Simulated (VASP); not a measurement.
# CaS (Fm-3m) in VASP: single point with PBE

Aim: the single point of CaS with PBE.

All numbers are computed with VASP 6.6.1; they aren't measurements. Logs are shortened: lines on timing, memory, paths and dates and some standing lists are left out, and cuts for length are marked.

## Step 1: The cell of the first run

It takes space group Fm-3m (No. 225, cubic). The conventional cell has a = 5.705 Å, b = 5.705 Å, c = 5.705 Å, α = 90.00°, β = 90.00°, γ = 90.00°. Within 3.8 Å of Ca (site symmetry m-3m) lie 6 S at 2.85 Å. S (site symmetry m-3m) has 6 Ca at 2.85 Å within 3.8 Å.

## Step 2: Single point, PBE

File POSCAR:

```
CaS
1.0
    0.0000000000      2.8523742917      2.8523742917
    2.8523742917      0.0000000000      2.8523742917
    2.8523742917      2.8523742917      0.0000000000
Ca S
1 1
Direct
    0.0000000000      0.0000000000      0.0000000000
    0.5000000000      0.5000000000      0.5000000000
```

File INCAR.step1:

```
SYSTEM = CaS
ALGO = Normal
EDIFF = 1E-6
ENCUT = 400
GGA = PE
GGA_COMPAT = .False.
ISIF = 2
ISMEAR = 1
LASPH = .True.
LCHARG = .True.
LORBIT = 11
LREAL = .False.
LWAVE = .False.
NBANDS = 15
NEDOS = 2001
NELM = 120
PREC = Accurate
SIGMA = 0.27211386245988
```

File KPOINTS.step1:

```
k-points
0
Gamma
  2 2 2
  0 0 0
```

File INCAR.step2:

```
SYSTEM = CaS
ALGO = Normal
EDIFF = 1E-6
ENCUT = 400
GGA = PE
GGA_COMPAT = .False.
ICHARG = 11
ISIF = 2
ISMEAR = 0
LASPH = .True.
LCHARG = .False.
LORBIT = 11
LREAL = .False.
LWAVE = .False.
NBANDS = 15
NEDOS = 2001
NELM = 120
PREC = Accurate
SIGMA = 0.27211386245988
```

File KPOINTS.step2:

```
k-points
0
Gamma
  3 3 3
  0 0 0
```

Potentials or basis: VASP PAW PBE potentials, release 64 (Ca_sv, S).

Command:

```
> cat potpaw_PBE.64/Ca_sv/POTCAR potpaw_PBE.64/S/POTCAR > POTCAR
> cp INCAR.step1 INCAR
> cp KPOINTS.step1 KPOINTS
> mpirun -np 1 vasp_std > vasp.out
> cp INCAR.step2 INCAR
> cp KPOINTS.step2 KPOINTS
> mpirun -np 1 vasp_std > vasp.out
```

OUTCAR:

```text
SYSTEM = CaS
   EDIFF = 1E-6
   ENCUT = 400
   GGA = PE
   ICHARG = 11
   ISIF = 2
   ISMEAR = 0
   LASPH = .True.
   LORBIT = 11
   LREAL = .False.
   NELM = 120
   PREC = Accurate

 ion  position               nearest neighbor table
   1  0.000  0.000  0.000-   2 2.85   2 2.85   2 2.85   2 2.85   2 2.85   2 2.85
   2  0.500  0.500  0.500-   1 2.85   1 2.85   1 2.85   1 2.85   1 2.85   1 2.85

  LATTYP: Found a face centered cubic cell.
 ALAT       =     5.7047485834

  Lattice vectors:

 A1 = (   0.0000000000,   2.8523742917,   2.8523742917)
 A2 = (   2.8523742917,   0.0000000000,   2.8523742917)
 A3 = (   2.8523742917,   2.8523742917,   0.0000000000)

Analysis of symmetry for initial positions (statically):
=====================================================================
 Subroutine PRICEL returns:
 Original cell was already a primitive cell.

 Routine SETGRP: Setting up the symmetry group for a
 face centered cubic supercell.

 Subroutine GETGRP returns: Found 48 space group operations
 (whereof 48 operations were pure point group operations)
 out of a pool of 48 trial point group operations.

The static configuration has the point symmetry O_h .

Analysis of symmetry for dynamics (positions and initial velocities):
=====================================================================
 Subroutine PRICEL returns:
 Original cell was already a primitive cell.

 Routine SETGRP: Setting up the symmetry group for a
 face centered cubic supercell.

 Subroutine GETGRP returns: Found 48 space group operations
 (whereof 48 operations were pure point group operations)
 out of a pool of 48 trial point group operations.

The dynamic configuration has the point symmetry O_h .

 Subroutine INISYM returns: Found 48 space group operations
 (whereof 48 operations are pure point group operations),
 and found     1 'primitive' translations

----------------------------------------------------------------------------------------

                                     Primitive cell

  volume of cell :      46.4141

  direct lattice vectors                    reciprocal lattice vectors
     0.000000000  2.852374292  2.852374292    -0.175292563  0.175292563  0.175292563
     2.852374292  0.000000000  2.852374292     0.175292563 -0.175292563  0.175292563
     2.852374292  2.852374292  0.000000000     0.175292563  0.175292563 -0.175292563

  length of vectors
     4.033866408  4.033866408  4.033866408     0.303615625  0.303615625  0.303615625

  position of ions in fractional coordinates (direct lattice)
     0.000000000  0.000000000  0.000000000
     0.500000000  0.500000000  0.500000000

  ion indices of the primitive-cell ions
   primitive index   ion index
                 1           1
                 2           2

----------------------------------------------------------------------------------------

 KPOINTS: k-points

Automatic generation of k-mesh.
 Grid dimensions read from file:
 generate k-points for:    3    3    3

 Generating k-lattice:

  Cartesian coordinates                     Fractional coordinates (reciprocal lattice)
    -0.058430854  0.058430854  0.058430854     0.333333333  0.000000000  0.000000000
     0.058430854 -0.058430854  0.058430854     0.000000000  0.333333333  0.000000000
     0.058430854  0.058430854 -0.058430854     0.000000000  0.000000000  0.333333333

  Length of vectors
     0.101205208  0.101205208  0.101205208

  Shift w.r.t. Gamma in fractional coordinates (k-lattice)
     0.000000000  0.000000000  0.000000000

 Subroutine IBZKPT returns following result:
 ===========================================

 Found      4 irreducible k-points:

 Following reciprocal coordinates:
            Coordinates               Weight
  0.000000  0.000000  0.000000      1.000000
  0.333333  0.000000  0.000000      8.000000
  0.333333  0.333333  0.000000      6.000000
 -0.333333  0.333333  0.000000     12.000000
   k-points           NKPTS =      4   k-points in BZ     NKDIM =      4   number of bands    NBANDS=     15
   number of dos      NEDOS =   2001   number of ions     NIONS =      2
   total plane-waves  NPLWV =  21952
   dimension x,y,z NGX =    28 NGY =   28 NGZ =   28
   dimension x,y,z NGXF=    56 NGYF=   56 NGZF=   56
   ions per type =               1   1
   NGX,Y,Z   is equivalent  to a cutoff of  11.54, 11.54, 11.54 a.u.
   NGXF,Y,Z  is equivalent  to a cutoff of  23.08, 23.08, 23.08 a.u.
 SYSTEM =  CaS
   PREC   = accura    normal or accurate (medium, high low for compatibility)
   ISTART =      0    job   : 0-new  1-cont  2-samecut
   ICHARG =     11    charge: 1-file 2-atom 10-const
   ISPIN  =      1    spin polarized calculation?
   LNONCOLLINEAR =      F non collinear calculations
   LSORBIT =      F    spin-orbit coupling
   LASPH  =      T    aspherical Exc in radial PAW
   ENCUT  =  400.0 eV  29.40 Ry    5.42 a.u.   6.58  6.58  6.58*2*pi/ulx,y,z
   NELM   =    120;   NELMIN=  2; NELMDL=  0     # of ELM steps
   EDIFF  = 0.1E-05   stopping-criterion for ELM
   LREAL  =      F    real-space projection
   EDIFFG = 0.1E-04   stopping-criterion for IOM
   NSW    =      0    number of steps for IOM
   IBRION =     -1    ionic relax: 0-MD 1-quasi-New 2-CG
   NFREE  =      0    steps in history (QN), initial steepest desc. (CG)
   ISIF   =      2    stress and relaxation
   ISYM   =      2    0-nonsym 1-usesym 2-fastsym
   POTIM  = 0.5000    time-step for ionic-motion
   TEBEG  =    0.0;   TEEND  =   0.0 temperature during run
   PSTRESS=    0.0 pullay stress
   NELECT =      16.0000    total number of electrons
   NUPDOWN=      -1.0000    fix difference up-down
   EMIN   =  10.00;   EMAX   =-10.00  energy-range for DOS
   EFERMI =   0.00;   METHOD = LEGACY
   ISMEAR =     0;   SIGMA  =   0.27  broadening in eV -4-tet -1-fermi 0-gaus
   EFERMI_NEDOS =   21; number of points for ismear=-14 and -15
   IALGO  =     38    algorithm
   IMIX   =      4    mixing-type and parameters
     AMIX     =   0.40;   BMIX     =  1.00
     AMIX_MAG =   1.60;   BMIX_MAG =  1.00
  volume/ion in A,a.u.               =      23.21       156.61
  Fermi-wavevector in a.u.,A,eV,Ry     =   1.147885  2.169188 17.927575  1.317640
  Thomas-Fermi vector in A             =   2.284563
   LORBIT       =     11    0 simple, 1 ext, 2 COOP (PROOUT), +10 PAW based schemes
   GGA     = PE    functional components
   LHFCALC =     F    Hartree Fock is set to
   AEXX    =    0.0000 exact exchange contribution
   IVDW    =     0    specifies the selected vdW correction
   LEPSILON=     F    determine dielectric tensor
   LRPA    =     F    only Hartree local field effects (RPA)
 non-spin polarized calculation
 Gauss-broadening in eV      SIGMA  =   0.27
  energy-cutoff  :      400.00
  volume of cell :       46.41
 maximum number of plane-waves:       869
 NGX is ok and might be reduce to    28

 number of electron      15.9999997 magnetization

 Free energy of the ion-electron system (eV)
  ---------------------------------------------------
  ext. energy  EPLUGINS =         0.00000000
  ---------------------------------------------------
  free energy    TOTEN  =       -10.31082800 eV

  energy without entropy =      -10.31082800  energy(sigma->0) =      -10.31082800

 E-fermi :   4.1202     XC(G=0):  -9.2111

 val. band max:        2.9401884779   @ k =   0.0000   0.0000   0.0000
 cond. band min:       5.4520913271   @ k =   0.3333   0.3333   0.0000
 fundamental gap:      2.5119028492
 Fermi energy:         4.1201709924

 k-point     1 :       0.0000    0.0000    0.0000
  band No.  band energies     occupation
      1     -36.6060      2.00000
      2     -17.5816      2.00000
      3     -17.5816      2.00000
      4     -17.5816      2.00000
      5      -8.3499      2.00000
      6       2.9402      2.00000
      7       2.9402      2.00000
      8       2.9402      2.00000
      9       6.8632      0.00000
     10       6.8632      0.00000
     11       6.8632      0.00000
     12       6.9675      0.00000
     13       7.4376      0.00000
     14       7.4376      0.00000
     15      13.6891      0.00000

 k-point     2 :       0.3333    0.0000    0.0000
  band No.  band energies     occupation
      1     -36.5977      2.00000
      2     -17.7009      2.00000
      3     -17.5912      2.00000
      4     -17.5912      2.00000
      5      -7.7563      2.00000
      6       0.3960      2.00000
      7       1.9766      2.00000
      8       1.9766      2.00000
      9       7.2943      0.00000
     10       8.1507      0.00000
     11       8.1507      0.00000
     12       9.4478      0.00000
     13       9.6630      0.00000
     14       9.6630      0.00000
     15      12.9934      0.00000

 k-point     3 :       0.3333    0.3333    0.0000
  band No.  band energies     occupation
      1     -36.5951      2.00000
      2     -17.6771      2.00000
      3     -17.6166      2.00000
      4     -17.6166      2.00000
      5      -7.7934      2.00000
      6       0.6210      2.00000
      7       2.2273      2.00000
      8       2.2273      2.00000
      9       5.4521      0.00000
     10       8.0353      0.00000
     11       8.4005      0.00000
     12       9.1418      0.00000
     13       9.1418      0.00000
     14      10.8064      0.00000
     15      12.5513      0.00000

 k-point     4 :      -0.3333    0.3333    0.0000
  band No.  band energies     occupation
      1     -36.5924      2.00000
      2     -17.6816      2.00000
      3     -17.6651      2.00000
      4     -17.6089      2.00000
      5      -7.5784      2.00000
      6       0.6434      2.00000
      7       1.0395      2.00000
      8       1.8020      2.00000
      9       7.1672      0.00000
     10       8.6544      0.00000
     11       8.7987      0.00000
     12       8.8827      0.00000
     13       9.8913      0.00000
     14      10.7540      0.00000
     15      12.4479      0.00000

------------------------ aborting loop because EDIFF is reached ----------------------------------------

  FORCE on cell =-STRESS in cart. coord.  units (eV):
  Direction    XX          YY          ZZ          XY          YZ          ZX
  --------------------------------------------------------------------------------------
  -------------------------------------------------------------------------------------
  Total       -1.1741003     -1.1741003     -1.1741003      0.0000000     -0.0000000      0.0000000
  in kB      -40.5290342    -40.5290342    -40.5290342      0.0000000     -0.0000000      0.0000000
  external PRESSURE =     -40.5290342 kB  Pullay stress =       0.0000000 kB

 VOLUME and BASIS-vectors are now :
 -----------------------------------------------------------------------------
  energy-cutoff  :      400.00
  volume of cell :       46.41
      direct lattice vectors                 reciprocal lattice vectors
     0.000000000  2.852374292  2.852374292    -0.175292563  0.175292563  0.175292563
     2.852374292  0.000000000  2.852374292     0.175292563 -0.175292563  0.175292563
     2.852374292  2.852374292  0.000000000     0.175292563  0.175292563 -0.175292563

 POSITION                                       TOTAL-FORCE (eV/Angst)
 -----------------------------------------------------------------------------------
      0.00000      0.00000      0.00000         0.000000      0.000000      0.000000
      2.85237      2.85237      2.85237        -0.000000     -0.000000     -0.000000
 -----------------------------------------------------------------------------------
    total drift:                                0.000000      0.000000      0.000000

  FREE ENERGIE OF THE ION-ELECTRON SYSTEM (eV)
  ---------------------------------------------------
  free  energy   TOTEN  =       -10.3108280005 eV

  energy  without entropy=      -10.3108280004  energy(sigma->0) =      -10.31082800

 total charge

# of ion       s       p       d       tot
------------------------------------------
    1        2.032   5.859   0.254   8.146
    2        1.303   2.442   0.000   3.745
--------------------------------------------------
tot          3.335   8.302   0.254  11.890
```

It took 6.4 s on 1 thread of Intel Xeon Platinum 8375C at 2.90GHz (Ice Lake), shared host; peak memory 0.14 GiB.

Results:

| Property | Result |
| --- | --- |
| Valence electrons inside the program's atomic spheres | Ca 8.15; S 3.75 |

Caveat: the k points lie up to 0.95 Å⁻¹ apart, too coarse for converged energies, forces and pressures.
